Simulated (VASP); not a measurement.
# Ga19N18 (a cell with a defect) in VASP: single point with PBE

Aim: the single point of Ga19N18 (a cell with a defect) with PBE.

Program: VASP 6.6.1. These are calculated values, not measurements. Logs are shortened: lines on timing, memory, paths and dates and some standing lists are left out, and cuts for length are marked.

## (1) The cell of the first run

The cell holds a defect, 37 atoms: a = 7.653 Å, b = 7.653 Å, c = 7.653 Å, α = 78.22°, β = 78.22°, γ = 78.22°.

## (2) Single point, PBE (with an interstitial atom, then relaxed in part)

File INCAR:

```
SYSTEM = Ga19N18
PREC     = Accurate       ! precision mode
ENCUT    = 520            ! plane-wave cutoff, eV
EDIFF    = 1E-6           ! SCF threshold, eV
ISMEAR   = 0              ! smearing method
SIGMA    = 0.01           ! smearing width, eV
LREAL    = Auto         
LASPH    = .True.         ! aspherical terms in the spheres
NELM     = 60             ! most SCF steps
ALGO     = Normal         ! electronic algorithm
ISIF     = 2              ! what is computed and relaxed
LWAVE    = .False.        ! write WAVECAR
LCHARG   = .False.        ! write CHGCAR
GGA      = PE             ! functional
NBANDS   = 192            ! bands
NELECT   = 334.0
```

File KPOINTS:

```
Automatic mesh
0
Gamma
  2 2 2
  0.5 0.5 0.5
```

File POSCAR:

```
Ga19N18
1.0
   -0.0000000001      5.5743817708     -5.2431684095
    4.8275562239     -2.7871908853     -5.2431684095
   -4.8275562239     -2.7871908854     -5.2431684095
Ga N
19 18
Direct
    0.9444764117      0.2790575637      0.2787571416
    0.2770447287      0.9464813831      0.2787594291
    0.9466267222      0.5911297294      0.9483457324
    0.6069152296      0.6089198000      0.2823749600
    0.2770466276      0.2790603474      0.9461804586
    0.9466286602      0.9486381276      0.5908238860
    0.5891061262      0.9486393865      0.9483387564
    0.2806688691      0.6089063181      0.6086120670
    0.6069082097      0.2826799472      0.6086083170
    0.8876537586      0.8896486639      0.2516391115
    0.2218561867      0.5552921151      0.2235550896
    0.8876565703      0.2519347587      0.8893430920
    0.5532965679      0.2238560657      0.2235568000
    0.2499071134      0.8896617058      0.8893459675
    0.8894738846      0.5532044742      0.5529111372
    0.5512006252      0.5532040254      0.8911855915
    0.2218503316      0.2238579379      0.5549940910
    0.5511997601      0.8914840760      0.5529104099
    0.9267800018      0.9288069204      0.9285185367
    0.8191962197      0.1500114251      0.1497215875
    0.1480160102      0.8211950457      0.1497222381
    0.8129743541      0.4969114538      0.8146833383
    0.4856365346      0.4876410362      0.1524632773
    0.1480205380      0.1500306045      0.8208923922
    0.8129721260      0.8149779481      0.4966089459
    0.4948804637      0.8149818026      0.8146906142
    0.1507542711      0.4876424503      0.4873382269
    0.4856331041      0.1527642414      0.4873399510
    0.0974860820      0.0994969056      0.4268490857
    0.4279071019      0.7649407432      0.4296138366
    0.0974842535      0.4271534381      0.0991960596
    0.7629353630      0.4299134889      0.4296095217
    0.4251408326      0.0994894876      0.0991978474
    0.0906076986      0.7705588982      0.7702617046
    0.7685432936      0.7705575225      0.0923316057
    0.4279082235      0.4299141239      0.7646399163
    0.7685484540      0.0926147920      0.7702520727
```

Potentials or basis: VASP PAW PBE potentials, release 64 (Ga_d, N).

Launch:

```console
$ cat potpaw_PBE.64/Ga_d/POTCAR potpaw_PBE.64/N/POTCAR > POTCAR
$ mpirun -np 1 vasp_std > vasp.out
```

OUTCAR:

```text
SYSTEM = Ga19N18
   PREC = Accurate
   ENCUT = 520
   EDIFF = 1E-6
   ISMEAR = 0
   LREAL = Auto
   LASPH = .True.
   NELM = 60
   ISIF = 2
   GGA = PE
   NELECT = 334.0

 ion  position               nearest neighbor table
   1  0.944  0.279  0.279-  29 1.95  31 1.95  32 1.96  20 2.01
   2  0.277  0.946  0.279-  29 1.95  33 1.95  30 1.96  21 2.01
   3  0.947  0.591  0.948-  31 1.90  22 1.91  34 2.05  35 2.05  19 2.53  12 2.86
   4  0.607  0.609  0.282-  23 1.95  32 1.96  30 1.96  35 2.08
   5  0.277  0.279  0.946-  31 1.95  33 1.95  36 1.96  24 2.01
   6  0.947  0.949  0.591-  29 1.90  25 1.91  37 2.05  34 2.05  19 2.53  10 2.86
   7  0.589  0.949  0.948-  33 1.90  26 1.91  37 2.05  35 2.05  19 2.53  14 2.86
   8  0.281  0.609  0.609-  27 1.95  36 1.96  30 1.96  34 2.08
   9  0.607  0.283  0.609-  28 1.95  32 1.96  36 1.96  37 2.08
  10  0.888  0.890  0.252-  25 1.85  21 1.99  20 1.99  35 2.10  19 2.39   6 2.86
  11  0.222  0.555  0.224-  23 1.97  27 1.97  31 1.98  21 1.99
  12  0.888  0.252  0.889-  22 1.85  24 1.99  20 1.99  37 2.10  19 2.39   3 2.86
  13  0.553  0.224  0.224-  28 1.97  23 1.97  33 1.98  20 1.99
  14  0.250  0.890  0.889-  26 1.85  24 1.99  21 1.99  34 2.10  19 2.39   7 2.86
  15  0.889  0.553  0.553-  27 1.95  22 1.95  25 1.95  32 1.96
  16  0.551  0.553  0.891-  23 1.95  22 1.95  26 1.95  36 1.96
  17  0.222  0.224  0.555-  28 1.97  27 1.97  29 1.98  24 1.99
  18  0.551  0.891  0.553-  28 1.95  25 1.95  26 1.95  30 1.96
  19  0.927  0.929  0.929-  35 1.97  37 1.97  34 1.97  10 2.39  14 2.39  12 2.39   7 2.53   3 2.53
                             6 2.53
  20  0.819  0.150  0.150-  10 1.99  12 1.99  13 1.99   1 2.01
  21  0.148  0.821  0.150-  10 1.99  14 1.99  11 1.99   2 2.01
  22  0.813  0.497  0.815-  12 1.85   3 1.91  15 1.95  16 1.95
  23  0.486  0.488  0.152-  16 1.95   4 1.95  11 1.97  13 1.97
  24  0.148  0.150  0.821-  12 1.99  14 1.99  17 1.99   5 2.01
  25  0.813  0.815  0.497-  10 1.85   6 1.91  18 1.95  15 1.95
  26  0.495  0.815  0.815-  14 1.85   7 1.91  16 1.95  18 1.95
  27  0.151  0.488  0.487-  15 1.95   8 1.95  11 1.97  17 1.97
  28  0.486  0.153  0.487-  18 1.95   9 1.95  17 1.97  13 1.97
  29  0.097  0.099  0.427-   6 1.90   1 1.95   2 1.95  17 1.98
  30  0.428  0.765  0.430-   4 1.96   8 1.96  18 1.96   2 1.96
  31  0.097  0.427  0.099-   3 1.90   1 1.95   5 1.95  11 1.98
  32  0.763  0.430  0.430-   4 1.96   9 1.96  15 1.96   1 1.96
  33  0.425  0.099  0.099-   7 1.90   2 1.95   5 1.95  13 1.98
  34  0.091  0.771  0.770-  19 1.97   3 2.05   6 2.05   8 2.08  14 2.10
  35  0.769  0.771  0.092-  19 1.97   3 2.05   7 2.05   4 2.08  10 2.10
  36  0.428  0.430  0.765-   8 1.96   9 1.96  16 1.96   5 1.96
  37  0.769  0.093  0.770-  19 1.97   6 2.05   7 2.05   9 2.08  12 2.10

  LATTYP: Found a trigonal (rhomboedric) cell.
 ALAT       =     7.6527476828
 COS(alpha) =     0.2041157919

  Lattice vectors:

 A1 = (  -0.0000000001,   5.5743817708,  -5.2431684095)
 A2 = (   4.8275562239,  -2.7871908853,  -5.2431684095)
 A3 = (  -4.8275562239,  -2.7871908854,  -5.2431684095)

Analysis of symmetry for initial positions (statically):
=====================================================================
 Subroutine PRICEL returns:
 Original cell was already a primitive cell.

 Routine SETGRP: Setting up the symmetry group for a
 trigonal (rhombohedral) supercell.

 Subroutine GETGRP returns: Found  1 space group operations
 (whereof  1 operations were pure point group operations)
 out of a pool of 12 trial point group operations.

The static configuration has the point symmetry C_1 .

Analysis of symmetry for dynamics (positions and initial velocities):
=====================================================================
 Subroutine PRICEL returns:
 Original cell was already a primitive cell.

 Routine SETGRP: Setting up the symmetry group for a
 trigonal (rhombohedral) supercell.

 Subroutine GETGRP returns: Found  1 space group operations
 (whereof  1 operations were pure point group operations)
 out of a pool of 12 trial point group operations.

The dynamic configuration has the point symmetry C_1 .

 Subroutine INISYM returns: Found  1 space group operations
 (whereof  1 operations are pure point group operations),
 and found     1 'primitive' translations

----------------------------------------------------------------------------------------

                                     Primitive cell

  volume of cell :     423.2911

  direct lattice vectors                    reciprocal lattice vectors
[... 87 lines left out ...]

 KPOINTS: Automatic mesh

Automatic generation of k-mesh.
 Grid dimensions read from file:
 generate k-points for:    2    2    2

 Generating k-lattice:

  Cartesian coordinates                     Fractional coordinates (reciprocal lattice)
    -0.000000000  0.059797364 -0.031787395     0.500000000  0.000000000  0.000000000
     0.051786036 -0.029898682 -0.031787395     0.000000000  0.500000000 -0.000000000
    -0.051786036 -0.029898682 -0.031787395     0.000000000  0.000000000  0.500000000

  Length of vectors
     0.067721217  0.067721217  0.067721217

  Shift w.r.t. Gamma in fractional coordinates (k-lattice)
     0.500000000  0.500000000  0.500000000

 Subroutine IBZKPT returns following result:
 ===========================================

 Found      4 irreducible k-points:

 Following reciprocal coordinates:
            Coordinates               Weight
  0.250000  0.250000  0.250000      2.000000
 -0.250000  0.250000  0.250000      2.000000
  0.250000 -0.250000  0.250000      2.000000
  0.250000  0.250000 -0.250000      2.000000
   k-points           NKPTS =      4   k-points in BZ     NKDIM =      4   number of bands    NBANDS=    192
   number of dos      NEDOS =    301   number of ions     NIONS =     37
   total plane-waves  NPLWV = 216000
   dimension x,y,z NGX =    60 NGY =   60 NGZ =   60
   dimension x,y,z NGXF=   120 NGYF=  120 NGZF=  120
   ions per type =              19  18
   NGX,Y,Z   is equivalent  to a cutoff of  13.03, 13.03, 13.03 a.u.
   NGXF,Y,Z  is equivalent  to a cutoff of  26.07, 26.07, 26.07 a.u.
 SYSTEM =  Ga19N18
   PREC   = accura    normal or accurate (medium, high low for compatibility)
   ISTART =      0    job   : 0-new  1-cont  2-samecut
   ICHARG =      2    charge: 1-file 2-atom 10-const
   ISPIN  =      1    spin polarized calculation?
   LNONCOLLINEAR =      F non collinear calculations
   LSORBIT =      F    spin-orbit coupling
   LASPH  =      T    aspherical Exc in radial PAW
   ENCUT  =  520.0 eV  38.22 Ry    6.18 a.u.  14.23 14.23 14.23*2*pi/ulx,y,z
   NELM   =     60;   NELMIN=  2; NELMDL= -5     # of ELM steps
   EDIFF  = 0.1E-05   stopping-criterion for ELM
   LREAL  =      T    real-space projection
   EDIFFG = 0.1E-04   stopping-criterion for IOM
   NSW    =      0    number of steps for IOM
   IBRION =     -1    ionic relax: 0-MD 1-quasi-New 2-CG
   NFREE  =      0    steps in history (QN), initial steepest desc. (CG)
   ISIF   =      2    stress and relaxation
   ISYM   =      2    0-nonsym 1-usesym 2-fastsym
   POTIM  = 0.5000    time-step for ionic-motion
   TEBEG  =    0.0;   TEEND  =   0.0 temperature during run
   PSTRESS=    0.0 pullay stress
   NELECT =     334.0000    total number of electrons
   NUPDOWN=      -1.0000    fix difference up-down
   EMIN   =  10.00;   EMAX   =-10.00  energy-range for DOS
   EFERMI =   0.00;   METHOD = LEGACY
   ISMEAR =     0;   SIGMA  =   0.01  broadening in eV -4-tet -1-fermi 0-gaus
   EFERMI_NEDOS =   21; number of points for ismear=-14 and -15
   IALGO  =     38    algorithm
   IMIX   =      4    mixing-type and parameters
     AMIX     =   0.40;   BMIX     =  1.00
     AMIX_MAG =   1.60;   BMIX_MAG =  1.00
  volume/ion in A,a.u.               =      11.44        77.20
  Fermi-wavevector in a.u.,A,eV,Ry     =   1.512785  2.858750 31.137194  2.288519
  Thomas-Fermi vector in A             =   2.622663
   LORBIT       =      0    0 simple, 1 ext, 2 COOP (PROOUT), +10 PAW based schemes
   GGA     = PE    functional components
   LHFCALC =     F    Hartree Fock is set to
   AEXX    =    0.0000 exact exchange contribution
   IVDW    =     0    specifies the selected vdW correction
   LEPSILON=     F    determine dielectric tensor
   LRPA    =     F    only Hartree local field effects (RPA)
 non-spin polarized calculation
 Gauss-broadening in eV      SIGMA  =   0.01
  energy-cutoff  :      520.00
  volume of cell :      423.29
 maximum number of plane-waves:     11401
 NGX is ok and might be reduce to    60
   NGX = 29   NGY = 29   NGZ = 29

 number of electron     334.0000021 magnetization

 Free energy of the ion-electron system (eV)
  ---------------------------------------------------
  ext. energy  EPLUGINS =         0.00000000
  ---------------------------------------------------
  free energy    TOTEN  =      -236.38476725 eV

  energy without entropy =     -236.38476725  energy(sigma->0) =     -236.38476725

 E-fermi :   5.1981     XC(G=0): -11.6254

 val. band max:        5.1095008715   @ k =   0.2500   0.2500   0.2500
 cond. band min:       7.4588885140   @ k =   0.2500   0.2500   0.2500
 fundamental gap:      2.3493876425
 Fermi energy:         5.1981462630

 k-point     1 :       0.2500    0.2500    0.2500
  band No.  band energies     occupation
      1     -10.7639      2.00000
      2     -10.4911      2.00000
      3     -10.4909      2.00000
      4     -10.1915      2.00000
      5     -10.1311      2.00000
      6     -10.1309      2.00000
[... 717 lines left out ...]
    178      10.6940      0.00000
    179      10.8819      0.00000
 [bands above 179 left out]

------------------------ aborting loop because EDIFF is reached ----------------------------------------

  FORCE on cell =-STRESS in cart. coord.  units (eV):
  Direction    XX          YY          ZZ          XY          YZ          ZX
  --------------------------------------------------------------------------------------
  -------------------------------------------------------------------------------------
  Total      -16.1177755    -16.1173080    -16.5547949      0.0020221     -0.0077207     -0.0013080
  in kB      -61.0065651    -61.0047956    -62.6607046      0.0076537     -0.0292232     -0.0049507
  external PRESSURE =     -61.5573551 kB  Pullay stress =       0.0000000 kB

 VOLUME and BASIS-vectors are now :
 -----------------------------------------------------------------------------
  energy-cutoff  :      520.00
  volume of cell :      423.29
      direct lattice vectors                 reciprocal lattice vectors
    -0.000000000  5.574381771 -5.243168409    -0.000000000  0.119594727 -0.063574791
     4.827556224 -2.787190885 -5.243168409     0.103572072 -0.059797364 -0.063574791
    -4.827556224 -2.787190885 -5.243168409    -0.103572072 -0.059797364 -0.063574791

 POSITION                                       TOTAL-FORCE (eV/Angst)
 -----------------------------------------------------------------------------------
      0.00145      3.71014     -7.87677        -0.000992     -0.000732     -0.010743
      3.22347     -1.87063     -7.87674        -0.002149      0.002014     -0.011752
     -1.72448      0.98605    -13.03505        -0.019680      0.013341      0.016295
      1.57641      0.89897     -7.85537        -0.012709     -0.008961      0.006428
     -3.22056     -1.87062     -7.87675         0.001038      0.000783     -0.012348
      1.72737      0.98610    -13.03499         0.018893      0.012567      0.015730
[... 29 lines left out ...]
     -1.61591     -0.94413     -8.50684        -0.002795     -0.001087     -0.003502
     -3.27133      1.87921     -8.55379         0.017524     -0.009733      0.007035
 -----------------------------------------------------------------------------------
    total drift:                               -0.000720     -0.011787      0.005995

  FREE ENERGIE OF THE ION-ELECTRON SYSTEM (eV)
  ---------------------------------------------------
  free  energy   TOTEN  =      -236.3847672537 eV

  energy  without entropy=     -236.3847672537  energy(sigma->0) =     -236.38476725
```

Wall time 17 min (1 thread of Intel Xeon Platinum 8488C (Sapphire Rapids), shared host); peak memory 0.59 GiB.

What came out:

* Free energy: -236.3848 eV
* Largest force: 0.057 eV/Å

Forces on the atoms (eV/Å):
```
Ga  -0.001 -0.001 -0.011
Ga  -0.002  0.002 -0.012
Ga  -0.020  0.013  0.016
Ga  -0.013 -0.009  0.006
Ga   0.001  0.001 -0.012
Ga   0.019  0.013  0.016
Ga  -0.001 -0.024  0.018
Ga   0.001  0.014  0.005
Ga   0.013 -0.008  0.006
Ga  -0.045 -0.026 -0.024
Ga  -0.010  0.003 -0.001
Ga   0.044 -0.026 -0.023
Ga   0.000 -0.009 -0.001
Ga   0.000  0.048 -0.024
Ga   0.001  0.001 -0.001
Ga   0.001 -0.001  0.000
Ga   0.010  0.003 -0.001
Ga   0.001 -0.001  0.002
Ga   0.000  0.002  0.011
N    0.001 -0.001  0.001
N   -0.002  0.001  0.001
N   -0.019  0.011  0.002
N    0.007  0.005 -0.001
N    0.001  0.001  0.001
N    0.019  0.011  0.002
N    0.000 -0.020  0.002
N    0.000 -0.008 -0.001
N   -0.007  0.005 -0.001
N   -0.008 -0.004  0.005
N    0.002 -0.001 -0.003
N    0.007 -0.004  0.005
N    0.000  0.003 -0.004
N    0.001  0.008  0.004
N    0.000  0.019  0.007
N   -0.017 -0.009  0.008
N   -0.003 -0.001 -0.004
N    0.018 -0.010  0.007
```

Levels at points of the mesh, in eV from the Fermi level:
| k point | band 164 | band 165 | band 166 | band 167 | band 168 | band 169 | band 170 | band 171 |
| --- | --- | --- | --- | --- | --- | --- | --- | --- |
| (0.25, 0.25, 0.25) | -0.70 | -0.61 | -0.09 | -0.09 | 2.26 | 3.25 | 3.97 | 4.44 |

Caveat: the cell carries a net charge on a neutralising background, which shifts energy and pressure; the cell differs from its parent crystal (with an interstitial atom, then relaxed in part); the cell is charged against a uniform background, so pressure and absolute levels hang on convention.
